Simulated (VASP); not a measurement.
# LiNbO3 (R3c) in VASP: notebook

LiNbO3 is run at these levels: PBE; tasks: single point.

Program: VASP 6.6.1. These are calculated values, not measurements. Logs are shortened: lines on timing, memory, paths and dates and some standing lists are left out, and cuts for length are marked.

## 1. The cell of the first run

The structure is trigonal, space group R3c (No. 161). Conventional cell: a = 4.971 Å, b = 4.971 Å, c = 14.545 Å, α = 90.00°, β = 90.00°, γ = 120.00°. Within 2.7 Å of Li (site symmetry 3) lie 6 O at 2.02 to 2.26 Å. Within 2.4 Å of Nb (site symmetry 3) lie 6 O at 1.84 to 2.15 Å. Within 2.4 Å of O (site symmetry 1) lie 2 Nb at 1.84 to 2.15 Å and 2 Li at 2.02 to 2.26 Å.

## 2. Single point, PBE (10.38 Å³/atom)

File INCAR:

```
SYSTEM = LiNbO3
PREC = Accurate ; ENCUT = 520
EDIFF = 1E-7 ; ISMEAR = 0
SIGMA = 0.05 ; LREAL = .False.
LASPH = .True. ; NELM = 80
ALGO = Normal ; ISIF = 2
LWAVE = .False. ; LCHARG = .False.
GGA = PE ; NBANDS = 45
```

File KPOINTS:

```
Automatic mesh
0
Gamma
  6 6 6
  0 0 0
```

File POSCAR:

```
LiNbO3
1.0
    2.4854770316      1.4349908333      4.8481714978
   -2.4854770316      1.4349908333      4.8481714978
    0.0000000000     -2.8699816665      4.8481714979
Li Nb O
2 2 6
Direct
    0.2815913687      0.2815913687      0.2815913687
    0.7815913687      0.7815913687      0.7815913687
    0.0004900497      0.0004900497      0.0004900497
    0.5004900497      0.5004900497      0.5004900497
    0.1104619503      0.3580262714      0.7211003599
    0.7211003599      0.1104619503      0.3580262714
    0.3580262714      0.7211003599      0.1104619503
    0.2211003599      0.8580262714      0.6104619503
    0.8580262714      0.6104619503      0.2211003599
    0.6104619503      0.2211003599      0.8580262714
```

Potentials or basis: VASP PAW PBE potentials, release 64 (Li_sv, Nb_sv, O).

Run with:

```console
$ cat potpaw_PBE.64/Li_sv/POTCAR potpaw_PBE.64/Nb_sv/POTCAR potpaw_PBE.64/O/POTCAR > POTCAR
$ mpirun -np 1 vasp_std > vasp.out
```

OUTCAR:

```text
SYSTEM = LiNbO3
   PREC = Accurate
   ENCUT = 520
   EDIFF = 1E-7
   ISMEAR = 0
   LREAL = .False.
   LASPH = .True.
   NELM = 80
   ISIF = 2
   GGA = PE

 ion  position               nearest neighbor table
   1  0.282  0.282  0.282-   8 2.02   9 2.02  10 2.02   7 2.26   6 2.26   5 2.26
   2  0.782  0.782  0.782-   7 2.02   5 2.02   6 2.02   8 2.26  10 2.26   9 2.26
   3  0.000  0.000  0.000-   5 1.84   7 1.84   6 1.84   9 2.15  10 2.15   8 2.15
   4  0.500  0.500  0.500-   9 1.84   8 1.84  10 1.84   5 2.15   6 2.15   7 2.15
   5  0.110  0.358  0.721-   3 1.84   2 2.02   4 2.15   1 2.26
   6  0.721  0.110  0.358-   3 1.84   2 2.02   4 2.15   1 2.26
   7  0.358  0.721  0.110-   3 1.84   2 2.02   4 2.15   1 2.26
   8  0.221  0.858  0.610-   4 1.84   1 2.02   3 2.15   2 2.26
   9  0.858  0.610  0.221-   4 1.84   1 2.02   3 2.15   2 2.26
  10  0.610  0.221  0.858-   4 1.84   1 2.02   3 2.15   2 2.26

  LATTYP: Found a trigonal (rhomboedric) cell.
 ALAT       =     5.6339650015
 COS(alpha) =     0.6107566386

  Lattice vectors:

 A1 = (   2.4854770316,   1.4349908333,   4.8481714978)
 A2 = (  -2.4854770316,   1.4349908333,   4.8481714978)
 A3 = (   0.0000000000,  -2.8699816665,   4.8481714979)

Analysis of symmetry for initial positions (statically):
=====================================================================
 Subroutine PRICEL returns:
 Original cell was already a primitive cell.

 Routine SETGRP: Setting up the symmetry group for a
 trigonal (rhombohedral) supercell.

 Subroutine GETGRP returns: Found  6 space group operations
 (whereof  3 operations were pure point group operations)
 out of a pool of 12 trial point group operations.

The static configuration has the point symmetry C_3 .
 The point group associated with its full space group is C_3v.

Analysis of symmetry for dynamics (positions and initial velocities):
=====================================================================
 Subroutine PRICEL returns:
 Original cell was already a primitive cell.

 Routine SETGRP: Setting up the symmetry group for a
 trigonal (rhombohedral) supercell.

 Subroutine GETGRP returns: Found  6 space group operations
 (whereof  3 operations were pure point group operations)
 out of a pool of 12 trial point group operations.

The dynamic configuration has the point symmetry C_3 .
 The point group associated with its full space group is C_3v.

 Subroutine INISYM returns: Found  6 space group operations
 (whereof  3 operations are pure point group operations),
 and found     1 'primitive' translations

----------------------------------------------------------------------------------------

                                     Primitive cell

  volume of cell :     103.7500

  direct lattice vectors                    reciprocal lattice vectors
     2.485477032  1.434990833  4.848171498     0.201168626  0.116144761  0.068754444
    -2.485477032  1.434990833  4.848171498    -0.201168626  0.116144761  0.068754444
     0.000000000 -2.869981667  4.848171498     0.000000000 -0.232289521  0.068754444

  length of vectors
     5.633965002  5.633965002  5.633965002     0.242251099  0.242251099  0.242251099

  position of ions in fractional coordinates (direct lattice)
     0.281591369  0.281591369  0.281591369
     0.781591369  0.781591369  0.781591369
     0.000490050  0.000490050  0.000490050
     0.500490050  0.500490050  0.500490050
     0.110461950  0.358026271  0.721100360
     0.721100360  0.110461950  0.358026271
     0.358026271  0.721100360  0.110461950
     0.221100360  0.858026271  0.610461950
     0.858026271  0.610461950  0.221100360
     0.610461950  0.221100360  0.858026271

  ion indices of the primitive-cell ions
   primitive index   ion index
                 1           1
                 2           2
                 3           3
                 4           4
                 5           5
                 6           6
                 7           7
                 8           8
                 9           9
                10          10

----------------------------------------------------------------------------------------

 KPOINTS: Automatic mesh

Automatic generation of k-mesh.
 Grid dimensions read from file:
 generate k-points for:    6    6    6

 Generating k-lattice:

  Cartesian coordinates                     Fractional coordinates (reciprocal lattice)
     0.033528104  0.019357460  0.011459074     0.166666667  0.000000000  0.000000000
    -0.033528104  0.019357460  0.011459074     0.000000000  0.166666667  0.000000000
     0.000000000 -0.038714920  0.011459074     0.000000000  0.000000000  0.166666667

  Length of vectors
     0.040375183  0.040375183  0.040375183

  Shift w.r.t. Gamma in fractional coordinates (k-lattice)
     0.000000000  0.000000000  0.000000000

 Subroutine IBZKPT returns following result:
 ===========================================

 Found     32 irreducible k-points:

 Following reciprocal coordinates:
            Coordinates               Weight
  0.000000  0.000000  0.000000      1.000000
  0.166667  0.000000  0.000000      6.000000
  0.333333  0.000000  0.000000      6.000000
  0.500000 -0.000000  0.000000      3.000000
  0.166667  0.166667  0.000000      6.000000
  0.333333  0.166667  0.000000     12.000000
[... 16 lines left out ...]
  0.500000  0.500000  0.166667      6.000000
 -0.333333  0.500000  0.166667     12.000000
 [... further k-points ...]
   k-points           NKPTS =     32   k-points in BZ     NKDIM =     32   number of bands    NBANDS=     45
   number of dos      NEDOS =    301   number of ions     NIONS =     10
   total plane-waves  NPLWV =  74088
   dimension x,y,z NGX =    42 NGY =   42 NGZ =   42
   dimension x,y,z NGXF=    84 NGYF=   84 NGZF=   84
   ions per type =               2   2   6
   NGX,Y,Z   is equivalent  to a cutoff of  12.39, 12.39, 12.39 a.u.
   NGXF,Y,Z  is equivalent  to a cutoff of  24.79, 24.79, 24.79 a.u.
 SYSTEM =  LiNbO3
   PREC   = accura    normal or accurate (medium, high low for compatibility)
   ISTART =      0    job   : 0-new  1-cont  2-samecut
   ICHARG =      2    charge: 1-file 2-atom 10-const
   ISPIN  =      1    spin polarized calculation?
   LNONCOLLINEAR =      F non collinear calculations
   LSORBIT =      F    spin-orbit coupling
   LASPH  =      T    aspherical Exc in radial PAW
   ENCUT  =  520.0 eV  38.22 Ry    6.18 a.u.  10.48 10.48 10.48*2*pi/ulx,y,z
   NELM   =     80;   NELMIN=  2; NELMDL= -5     # of ELM steps
   EDIFF  = 0.1E-06   stopping-criterion for ELM
   LREAL  =      F    real-space projection
   EDIFFG = 0.1E-05   stopping-criterion for IOM
   NSW    =      0    number of steps for IOM
   IBRION =     -1    ionic relax: 0-MD 1-quasi-New 2-CG
   NFREE  =      0    steps in history (QN), initial steepest desc. (CG)
   ISIF   =      2    stress and relaxation
   ISYM   =      2    0-nonsym 1-usesym 2-fastsym
   POTIM  = 0.5000    time-step for ionic-motion
   TEBEG  =    0.0;   TEEND  =   0.0 temperature during run
   PSTRESS=    0.0 pullay stress
   NELECT =      68.0000    total number of electrons
   NUPDOWN=      -1.0000    fix difference up-down
   EMIN   =  10.00;   EMAX   =-10.00  energy-range for DOS
   EFERMI =   0.00;   METHOD = LEGACY
   ISMEAR =     0;   SIGMA  =   0.05  broadening in eV -4-tet -1-fermi 0-gaus
   EFERMI_NEDOS =   21; number of points for ismear=-14 and -15
   IALGO  =     38    algorithm
   IMIX   =      4    mixing-type and parameters
     AMIX     =   0.40;   BMIX     =  1.00
     AMIX_MAG =   1.60;   BMIX_MAG =  1.00
  volume/ion in A,a.u.               =      10.38        70.01
  Fermi-wavevector in a.u.,A,eV,Ry     =   1.422051  2.687286 27.514087  2.022228
  Thomas-Fermi vector in A             =   2.542796
   LORBIT       =      0    0 simple, 1 ext, 2 COOP (PROOUT), +10 PAW based schemes
   GGA     = PE    functional components
   LHFCALC =     F    Hartree Fock is set to
   AEXX    =    0.0000 exact exchange contribution
   IVDW    =     0    specifies the selected vdW correction
   LEPSILON=     F    determine dielectric tensor
   LRPA    =     F    only Hartree local field effects (RPA)
 non-spin polarized calculation
 Gauss-broadening in eV      SIGMA  =   0.05
  energy-cutoff  :      520.00
  volume of cell :      103.75
 maximum number of plane-waves:      2814
 NGX is ok and might be reduce to    42
   NGX = 21   NGY = 21   NGZ = 21

 number of electron      68.0000001 magnetization

 Free energy of the ion-electron system (eV)
  ---------------------------------------------------
  ext. energy  EPLUGINS =         0.00000000
  ---------------------------------------------------
  free energy    TOTEN  =       -79.57841537 eV

  energy without entropy =      -79.57841537  energy(sigma->0) =      -79.57841537

 E-fermi :   4.0776     XC(G=0): -10.9049

 val. band max:        3.8244776830   @ k =   0.0000   0.0000   0.0000
 cond. band min:       7.5460867427   @ k =   0.1667   0.1667   0.0000
 fundamental gap:      3.7216090597
 Fermi energy:         4.0776199010

 k-point     1 :       0.0000    0.0000    0.0000
  band No.  band energies     occupation
      1     -50.2082      2.00000
      2     -50.1918      2.00000
      3     -38.7966      2.00000
      4     -38.7939      2.00000
      5     -26.6073      2.00000
      6     -26.6073      2.00000
[... 37 lines left out ...]
     44      14.0073      0.00000
     45      14.0176      0.00000

 k-point     2 :       0.1667    0.0000    0.0000
  band No.  band energies     occupation
      1     -50.2071      2.00000
      2     -50.1929      2.00000
      3     -38.7965      2.00000
      4     -38.7941      2.00000
      5     -26.5993      2.00000
      6     -26.5975      2.00000
[... 1048 lines left out ...]
 k-point    24 :      -0.3333    0.5000    0.1667
  band No.  band energies     occupation
      1     -50.2013      2.00000
      2     -50.1985      2.00000
      3     -38.7957      2.00000
      4     -38.7951      2.00000
      5     -26.6108      2.00000
      6     -26.6088      2.00000
[... 37 lines left out ...]
     44      13.5548      0.00000
     45      14.5527      0.00000

 [... further k-points ...]

------------------------ aborting loop because EDIFF is reached ----------------------------------------

  FORCE on cell =-STRESS in cart. coord.  units (eV):
  Direction    XX          YY          ZZ          XY          YZ          ZX
  --------------------------------------------------------------------------------------
  -------------------------------------------------------------------------------------
  Total       11.2815336     11.2815336      1.3645292      0.0000000     -0.0000000      0.0000000
  in kB      174.2170357    174.2170357     21.0719787      0.0000000     -0.0000000      0.0000000
  external PRESSURE =     123.1686834 kB  Pullay stress =       0.0000000 kB

 VOLUME and BASIS-vectors are now :
 -----------------------------------------------------------------------------
  energy-cutoff  :      520.00
  volume of cell :      103.75
      direct lattice vectors                 reciprocal lattice vectors
     2.485477032  1.434990833  4.848171498     0.201168626  0.116144761  0.068754444
    -2.485477032  1.434990833  4.848171498    -0.201168626  0.116144761  0.068754444
     0.000000000 -2.869981667  4.848171498     0.000000000 -0.232289521  0.068754444

 POSITION                                       TOTAL-FORCE (eV/Angst)
 -----------------------------------------------------------------------------------
      0.00000      0.00000      4.09561        -0.000000      0.000000      0.088089
      0.00000      0.00000     11.36787        -0.000000      0.000000      0.088089
      0.00000      0.00000      0.00713        -0.000000     -0.000000     -0.876130
      0.00000      0.00000      7.27938        -0.000000     -0.000000     -0.876130
     -0.61532     -1.39727      5.76733        -0.676338      0.679762      0.262680
      1.51773      0.16576      5.76733        -0.250522     -0.925607      0.262680
     -0.90241      1.23151      5.76733         0.926861      0.245845      0.262680
     -1.58306     -0.20348      8.19142        -0.926861      0.245845      0.262680
      0.61532      1.47271      8.19142         0.676338      0.679762      0.262680
      0.96775     -1.26924      8.19142         0.250522     -0.925607      0.262680
 -----------------------------------------------------------------------------------
    total drift:                               -0.000000      0.000000      0.000704

  FREE ENERGIE OF THE ION-ELECTRON SYSTEM (eV)
  ---------------------------------------------------
  free  energy   TOTEN  =       -79.5784153706 eV

  energy  without entropy=      -79.5784153706  energy(sigma->0) =      -79.57841537
```

It took 7.5 min on 1 thread of Intel Xeon 8259CL, shared host; peak memory 0.32 GiB.

What came out:

```yaml
Free_energy: -79.5784 eV
Largest_force: 0.994 eV/Å
Band_gap_on_the_k_mesh: 3.72 eV (least direct gap 3.73 eV)
```

Forces in eV/Å, atoms in the order of the input:
```
Li   0.000  0.000  0.088
Li   0.000  0.000  0.088
Nb   0.000  0.000 -0.876
Nb   0.000  0.000 -0.876
O   -0.676  0.680  0.263
O   -0.251 -0.926  0.263
O    0.927  0.246  0.263
O   -0.927  0.246  0.263
O    0.676  0.680  0.263
O    0.251 -0.926  0.263
```

Caveat: the cutoff is under 1.25 times the usual one of these potentials, so pressure, stress and relaxed cells hold a basis-set (Pulay) error.

## 3. Single point, PBE (10.37 Å³/atom)

File INCAR:

```
SYSTEM = LiNbO3
PREC = Accurate ; ENCUT = 520
EDIFF = 1E-6 ; ISMEAR = 0
SIGMA = 0.05 ; LREAL = .FALSE.
LASPH = .TRUE. ; NELM = 80
ALGO = Normal ; ISIF = 2
LWAVE = .FALSE. ; LCHARG = .FALSE.
GGA = PE ; NBANDS = 45
```

File KPOINTS:

```
Automatic mesh
0
G
  6 6 6
  0 0 0
```

POSCAR, as its differences from that of step 2:

```diff
@@ -2,5 +2,5 @@
 1.0
-    2.4854770316      1.4349908333      4.8481714978
-   -2.4854770316      1.4349908333      4.8481714978
-    0.0000000000     -2.8699816665      4.8481714979
+    2.5664513853      1.4817413982      4.5470674677
+   -2.5664513853      1.4817413982      4.5470674677
+    0.0000000000     -2.9634827963      4.5470674677
 Li Nb O
```

Potentials or basis: VASP PAW PBE potentials, release 64 (Li_sv, Nb_sv, O).

Run with:

```console
$ cat potpaw_PBE.64/Li_sv/POTCAR potpaw_PBE.64/Nb_sv/POTCAR potpaw_PBE.64/O/POTCAR > POTCAR
$ mpirun -np 1 vasp_std > vasp.out
```

Run time: 5.4 min. Hardware: 1 thread of Intel Xeon 8259CL, shared host; peak memory 0.31 GiB.

Results (log left out):

- Free energy: -79.8757 eV
- Largest force: 0.641 eV/Å
- Band gap on the k mesh: 3.78 eV (least direct gap 3.81 eV)

Forces on the atoms (eV/Å):
```
Li   0.000  0.000 -0.022
Li   0.000  0.000 -0.022
Nb   0.000  0.000 -0.511
Nb   0.000  0.000 -0.511
O   -0.385  0.481  0.178
O   -0.224 -0.574  0.178
O    0.609  0.093  0.178
O   -0.609  0.093  0.178
O    0.385  0.481  0.178
O    0.224 -0.574  0.178
```

Levels at points of the mesh, in eV from the valence-band top:
```tsv
k point	band 32	band 33	band 34	band 35	band 36	band 37
(0.00, 0.00, 0.00)	-0.46	-0.01	-0.01	3.80	3.80	4.23
(0.50, 0.00, 0.00)	-0.28	-0.20	-0.20	4.07	4.07	4.92
(0.50, 0.50, 0.00)	-0.62	-0.46	-0.20	3.88	4.34	4.84
(0.50, 0.50, 0.50)	-0.34	-0.34	-0.34	4.80	4.80	5.07
```

Caveat: the cutoff is under 1.25 times the usual one of these potentials, so pressure, stress and relaxed cells hold a basis-set (Pulay) error. A k mesh can miss the band edges.

## 4. Single point, PBE (10.37 Å³/atom)

File INCAR:

```
SYSTEM = LiNbO3
ALGO = Normal ; EDIFF = 1E-6
ENCUT = 520 ; GGA = PE
ISIF = 2 ; ISMEAR = 0
LASPH = .True. ; LCHARG = .True.
LELF = .True. ; LREAL = .False.
LVHAR = .True. ; LWAVE = .False.
NBANDS = 45 ; NELM = 100
PREC = Accurate ; SIGMA = 0.05
```

File KPOINTS:

```
k-points
0
Gamma
  6 6 6
  0 0 0
```

POSCAR, as its differences from that of step 3:

```diff
@@ -2,5 +2,5 @@
 1.0
-    2.5664513853      1.4817413982      4.5470674677
-   -2.5664513853      1.4817413982      4.5470674677
-    0.0000000000     -2.9634827963      4.5470674677
+    2.5391654133      1.4659878349      4.6453184848
+   -2.5391654133      1.4659878349      4.6453184848
+    0.0000000000     -2.9319756698      4.6453184848
 Li Nb O
```

Run with:

```console
$ cat potpaw_PBE.64/Li_sv/POTCAR potpaw_PBE.64/Nb_sv/POTCAR potpaw_PBE.64/O/POTCAR > POTCAR
$ mpirun -np 1 vasp_std > vasp.out
```

Run time: 6.3 min. Hardware: 1 thread of Intel Xeon 8259CL, shared host; peak memory 0.32 GiB.

The run converged. Its results:

- Free energy: -79.8517 eV
- Largest force: 0.766 eV/Å
- Band gap on the k mesh: 3.79 eV (least direct gap 3.81 eV)

Forces on the atoms (eV/Å):
```
Li   0.000  0.000  0.029
Li   0.000  0.000  0.029
Nb   0.000  0.000 -0.662
Nb   0.000  0.000 -0.662
O   -0.486  0.552  0.211
O   -0.235 -0.697  0.211
O    0.722  0.145  0.211
O   -0.722  0.145  0.211
O    0.486  0.552  0.211
O    0.235 -0.697  0.211
```

Levels at points of the mesh, in eV from the valence-band top:
```csv
k point,band 30,band 31,band 32,band 33,band 34,band 35,band 36,band 37,band 38,band 39
"(0.00, 0.00, 0.00)",-0.72,-0.72,-0.49,0.00,0.00,3.80,3.80,4.36,5.45,5.45
"(0.50, 0.00, 0.00)",-0.51,-0.32,-0.32,-0.22,-0.22,4.08,4.08,4.95,4.95,5.19
"(0.50, 0.50, 0.00)",-1.02,-0.74,-0.61,-0.47,-0.20,3.91,4.36,4.81,4.92,5.51
"(0.50, 0.50, 0.50)",-0.63,-0.31,-0.31,-0.31,-0.31,4.91,4.91,5.09,5.09,5.09
```

Caveat: the cutoff is under 1.25 times the usual one of these potentials, so pressure, stress and relaxed cells hold a basis-set (Pulay) error.

[end of part 1 of 2]
